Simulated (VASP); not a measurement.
# MgO (Pm-3m) in VASP: single point with r2SCAN

Aim: the single point of MgO with r2SCAN.

All numbers are computed with VASP 6.6.1; they aren't measurements. Logs are shortened: lines on timing, memory, paths and dates and some standing lists are left out, and cuts for length are marked.

**1. The cell of the first run**

It takes space group Pm-3m (No. 221, cubic). The conventional cell has a = 2.623 Å, b = 2.623 Å, c = 2.623 Å, α = 90.00°, β = 90.00°, γ = 90.00°. Within 3.0 Å of Mg (site symmetry m-3m) lie 8 O at 2.27 Å and 6 Mg at 2.62 Å. Within 3.0 Å of O (site symmetry m-3m) lie 8 Mg at 2.27 Å and 6 O at 2.62 Å.

**2. Single point, r2SCAN**

File POSCAR:

```
MgO
1.0
    2.6233491278      0.0000000000      0.0000000000
    0.0000000000      2.6233491278      0.0000000000
    0.0000000000      0.0000000000      2.6233491278
Mg O
1 1
Direct
    0.0000000000      0.0000000000      0.0000000000
    0.5000000000      0.5000000000      0.5000000000
```

File INCAR.step1:

```
SYSTEM = MgO
PREC = Accurate
ENCUT = 920
ISMEAR = 0
SIGMA = 0.2
LREAL = .FALSE.
LASPH = .TRUE.
NELM = 120
NBANDS = 15
GGA = PE
ALGO = Normal
EDIFF = 1E-5
LWAVE = .TRUE.
LCHARG = .FALSE.
GGA_COMPAT = .FALSE.
```

File INCAR.step2:

```
SYSTEM = MgO
PREC = Accurate
ENCUT = 920
EDIFF = 1E-6
ISMEAR = 0
SIGMA = 0.2
LREAL = .FALSE.
LASPH = .TRUE.
NELM = 120
ALGO = Normal
ISIF = 2
LWAVE = .FALSE.
LCHARG = .TRUE.
METAGGA = R2SCAN
LMIXTAU = .TRUE.
LELF = .TRUE.
LVHAR = .TRUE.
NBANDS = 15
ISTART = 1
GGA_COMPAT = .FALSE.
```

File KPOINTS:

```
regular mesh
0
G
  6 6 6
  0 0 0
```

Potentials or basis: VASP PAW PBE potentials, release 64 (Mg_sv, O).

Command:

```sh
$ cat potpaw_PBE.64/Mg_sv/POTCAR potpaw_PBE.64/O/POTCAR > POTCAR
$ cp INCAR.step1 INCAR
$ mpirun -np 1 vasp_std > vasp.out
$ cp INCAR.step2 INCAR
$ mpirun -np 1 vasp_std > vasp.out
```

OUTCAR:

```text
SYSTEM = MgO
   PREC = Accurate
   ENCUT = 920
   EDIFF = 1E-6
   ISMEAR = 0
   LREAL = .FALSE.
   LASPH = .TRUE.
   NELM = 120
   ISIF = 2
   METAGGA = R2SCAN
   ISTART = 1

 ion  position               nearest neighbor table
   1  0.000  0.000  0.000-
   2  0.500  0.500  0.500-

  LATTYP: Found a simple cubic cell.
 ALAT       =     2.6233491278

  Lattice vectors:

 A1 = (   2.6233491278,   0.0000000000,   0.0000000000)
 A2 = (   0.0000000000,   2.6233491278,   0.0000000000)
 A3 = (   0.0000000000,   0.0000000000,   2.6233491278)

Analysis of symmetry for initial positions (statically):
=====================================================================
 Subroutine PRICEL returns:
 Original cell was already a primitive cell.

 Routine SETGRP: Setting up the symmetry group for a
 simple cubic supercell.

 Subroutine GETGRP returns: Found 48 space group operations
 (whereof 48 operations were pure point group operations)
 out of a pool of 48 trial point group operations.

The static configuration has the point symmetry O_h .

Analysis of symmetry for dynamics (positions and initial velocities):
=====================================================================
 Subroutine PRICEL returns:
 Original cell was already a primitive cell.

 Routine SETGRP: Setting up the symmetry group for a
 simple cubic supercell.

 Subroutine GETGRP returns: Found 48 space group operations
 (whereof 48 operations were pure point group operations)
 out of a pool of 48 trial point group operations.

The dynamic configuration has the point symmetry O_h .

 Subroutine INISYM returns: Found 48 space group operations
 (whereof 48 operations are pure point group operations),
 and found     1 'primitive' translations

----------------------------------------------------------------------------------------

                                     Primitive cell

  volume of cell :      18.0538

  direct lattice vectors                    reciprocal lattice vectors
     2.623349128  0.000000000  0.000000000     0.381192114  0.000000000  0.000000000
     0.000000000  2.623349128  0.000000000     0.000000000  0.381192114  0.000000000
     0.000000000  0.000000000  2.623349128     0.000000000  0.000000000  0.381192114

  length of vectors
     2.623349128  2.623349128  2.623349128     0.381192114  0.381192114  0.381192114

  position of ions in fractional coordinates (direct lattice)
     0.000000000  0.000000000  0.000000000
     0.500000000  0.500000000  0.500000000

  ion indices of the primitive-cell ions
   primitive index   ion index
[... 80 lines left out ...]
   NELECT =      16.0000    total number of electrons
   NUPDOWN=      -1.0000    fix difference up-down
   EMIN   =  10.00;   EMAX   =-10.00  energy-range for DOS
   EFERMI =   0.00;   METHOD = LEGACY
   ISMEAR =     0;   SIGMA  =   0.20  broadening in eV -4-tet -1-fermi 0-gaus
   EFERMI_NEDOS =   21; number of points for ismear=-14 and -15
   IALGO  =     38    algorithm
   IMIX   =      4    mixing-type and parameters
     AMIX     =   0.40;   BMIX     =  1.00
     AMIX_MAG =   1.60;   BMIX_MAG =  1.00
  volume/ion in A,a.u.               =       9.03        60.92
  Fermi-wavevector in a.u.,A,eV,Ry     =   1.572505  2.971604 33.644110  2.472772
  Thomas-Fermi vector in A             =   2.673929
   LORBIT       =      0    0 simple, 1 ext, 2 COOP (PROOUT), +10 PAW based schemes
   METAGGA = R2SCAN    functional components
   LHFCALC =     F    Hartree Fock is set to
   AEXX    =    0.0000 exact exchange contribution
   IVDW    =     0    specifies the selected vdW correction
   LEPSILON=     F    determine dielectric tensor
   LRPA    =     F    only Hartree local field effects (RPA)
 non-spin polarized calculation
 Gauss-broadening in eV      SIGMA  =   0.20
  energy-cutoff  :      920.00
  volume of cell :       18.05
 maximum number of plane-waves:      1189
 NGX is ok and might be reduce to    28
   NGX = 13   NGY = 13   NGZ = 13

 number of electron      15.9999997 magnetization

 Free energy of the ion-electron system (eV)
  ---------------------------------------------------
  ext. energy  EPLUGINS =         0.00000000
  ---------------------------------------------------
  free energy    TOTEN  =       -14.53835419 eV

  energy without entropy =      -14.53835419  energy(sigma->0) =      -14.53835419

 E-fermi :   5.3969     XC(G=0): -12.3486

 val. band max:        4.5413215279   @ k =   0.5000   0.5000   0.0000
 cond. band min:       8.0562173318   @ k =   0.0000   0.0000   0.0000
 fundamental gap:      3.5148958039
 Fermi energy:         5.3969410321

 k-point     1 :       0.0000    0.0000    0.0000
  band No.  band energies     occupation
      1     -73.0743      2.00000
      2     -38.1272      2.00000
      3     -38.1272      2.00000
      4     -38.1272      2.00000
      5     -15.0289      2.00000
      6       3.4870      2.00000
      7       3.4870      2.00000
      8       3.4870      2.00000
      9       8.0562      0.00000
     10      16.0281      0.00000
     11      16.0281      0.00000
     12      26.5770      0.00000
     13      26.5770      0.00000
     14      26.5770      0.00000
[... 329 lines left out ...]
      2     -38.2187      2.00000
      3     -38.2187      2.00000
      4     -38.2187      2.00000
      5     -12.0668      2.00000
      6       0.7527      2.00000
      7       0.7527      2.00000
      8       0.7527      2.00000
      9      13.0187      0.00000
     10      13.0187      0.00000
     11      13.0187      0.00000
     12      22.7088      0.00000
     13      24.9809      0.00000
     14      24.9809      0.00000
     15      24.9809      0.00000

------------------------ aborting loop because EDIFF is reached ----------------------------------------

  FORCE on cell =-STRESS in cart. coord.  units (eV):
  Direction    XX          YY          ZZ          XY          YZ          ZX
  --------------------------------------------------------------------------------------
  -------------------------------------------------------------------------------------
  Total        0.0739372      0.0739372      0.0739372     -0.0000000     -0.0000000     -0.0000000
  in kB        6.5615308      6.5615308      6.5615308     -0.0000000     -0.0000000     -0.0000000
  external PRESSURE =       6.5615308 kB  Pullay stress =       0.0000000 kB

 VOLUME and BASIS-vectors are now :
 -----------------------------------------------------------------------------
  energy-cutoff  :      920.00
  volume of cell :       18.05
      direct lattice vectors                 reciprocal lattice vectors
     2.623349128  0.000000000  0.000000000     0.381192114  0.000000000  0.000000000
     0.000000000  2.623349128  0.000000000     0.000000000  0.381192114  0.000000000
     0.000000000  0.000000000  2.623349128     0.000000000  0.000000000  0.381192114

 POSITION                                       TOTAL-FORCE (eV/Angst)
 -----------------------------------------------------------------------------------
      0.00000      0.00000      0.00000         0.000000      0.000000      0.000000
      1.31167      1.31167      1.31167         0.000000      0.000000      0.000000
 -----------------------------------------------------------------------------------
    total drift:                               -0.000000      0.000000      0.000000

  FREE ENERGIE OF THE ION-ELECTRON SYSTEM (eV)
  ---------------------------------------------------
  free  energy   TOTEN  =       -14.5383541860 eV

  energy  without entropy=      -14.5383541860  energy(sigma->0) =      -14.53835419
```

OSZICAR.step1:

```text
N       E                     dE             d eps       ncg     rms          rms(c)
DAV:   1     0.162530599521E+03    0.16253E+03   -0.14011E+04   600   0.187E+03
DAV:   2    -0.625740473417E+01   -0.16879E+03   -0.15956E+03   768   0.452E+02
DAV:   3    -0.120029340867E+02   -0.57455E+01   -0.57298E+01   721   0.797E+01
DAV:   4    -0.120786633478E+02   -0.75729E-01   -0.75721E-01   691   0.903E+00
DAV:   5    -0.120800285514E+02   -0.13652E-02   -0.13652E-02   747   0.104E+00    0.864E+00
DAV:   6    -0.104437595279E+02    0.16363E+01   -0.19893E+00   628   0.148E+01    0.283E+00
DAV:   7    -0.104013451725E+02    0.42414E-01   -0.13394E-01   705   0.324E+00    0.168E+00
DAV:   8    -0.103701707128E+02    0.31174E-01   -0.48612E-02   733   0.234E+00    0.311E-01
DAV:   9    -0.103695855177E+02    0.58520E-03   -0.39190E-03   684   0.582E-01    0.119E-01
DAV:  10    -0.103696881322E+02   -0.10261E-03   -0.27142E-04   705   0.235E-01    0.674E-02
DAV:  11    -0.103696726589E+02    0.15473E-04   -0.43993E-05   691   0.964E-02    0.462E-03
DAV:  12    -0.103696722681E+02    0.39079E-06   -0.18624E-06   342   0.175E-02
   1 F= -.10369672E+02 E0= -.10369672E+02  d E =-.427257E-11
```

Run time: 42 s. Hardware: 1 thread of Intel Xeon Platinum 8259CL at 2.50GHz (Skylake/Cascade Lake), shared host; peak memory 0.16 GiB.

What came out:

- Free energy: -14.5384 eV
- Pressure: 0.7 GPa
- Band gap on the k mesh: 3.51 eV (least direct gap 4.57 eV)

Levels at points of the mesh, in eV from the valence-band top:
```tsv
k point	band 5	band 6	band 7	band 8	band 9	band 10	band 11	band 12
(0.00, 0.00, 0.00)	-19.57	-1.05	-1.05	-1.05	3.51	11.49	11.49	22.04
(0.50, 0.00, 0.00)	-18.33	-6.59	-0.59	-0.59	8.07	10.71	15.85	18.54
(0.50, 0.50, 0.00)	-17.48	-4.83	-4.83	0.00	5.95	13.53	13.53	14.48
(0.50, 0.50, 0.50)	-16.61	-3.79	-3.79	-3.79	8.48	8.48	8.48	18.17
```

Caveat: the structure was generated, so it needn't be the stable form of MgO; the PAW data sets were made with another functional, which shifts forces and pressure a little.
